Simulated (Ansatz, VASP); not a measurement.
Pt in VASP and in Ansatz

```
Pt
1.0
     0.00000    1.96090    1.96090
     1.96090    0.00000    1.96090
     1.96090    1.96090    0.00000
Pt
1
Cartesian
  0.0000 0.0000 0.0000
```

Alike in both runs: functional PBEsol; k mesh 20 × 20 × 20; occupations fermi-dirac, width 0.15 eV; no spin polarisation.

Ansatz relaxed the structure, and its values are those at the end. VASP's run is a single point on that final structure, the one shown.

```csv
,VASP,Ansatz
version,VASP 6.6.1,Ansatz 0.2.0
potentials or method,"VASP PAW PBE potentials, release 64 (Pt), cutoff 520 eV","scalar-relativistic, plane waves, PAW"
valence electrons in the cell,10,18
```

```csv
,VASP,Ansatz,Ansatz less VASP
gap on the k mesh at the Fermi level (eV),none,none,-
pressure (GPa),-0.4,0.0,+0.42
```

VASP's potentials were made for PBE, not for PBEsol. A gap of «none» marks a metal or a gap that the smearing closes. VASP's potentials hold 10 valence electrons a cell and Ansatz's 18, so a difference there can come from the potentials and not from the codes.

Neither program's run includes spin-orbit coupling.
